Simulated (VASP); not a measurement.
Runs of VASP 6.6.1 on GaN. The structure is that of space group F-43m (No. 216), or close to it. The cells are those of the table. 

```tsv
cell	gap on the mesh (eV)	pressure (GPa)	largest force (eV/Å)
a = 3.166 Å, angles 60.9°, 2 atoms	1.67	5.2	0.21
a = 3.219 Å, angles 58.7°, 2 atoms	1.66	5.4	0.26
a = 3.176 Å, angles 60.4°, 2 atoms	(b)	5.1	0.10
a = 3.198 Å, angles 59.6°, 2 atoms	(a)	5.1	0.09
a = 3.208 Å, angles 59.1°, 2 atoms	1.69	5.2	0.18
```

Alike in all rows: task single point; level PBE; potentials or basis VASP PAW PBE potentials, release 64 (Ga_d, N); no spin polarisation; k mesh 8 × 8 × 8; cutoff (eV) 520; smearing gaussian 0.02 eV.

Q: Estimate the missing entries.

A: (a) 1.71; (b) 1.70.

A k mesh can miss the band edges, and the runs leave out spin-orbit coupling on Ga.
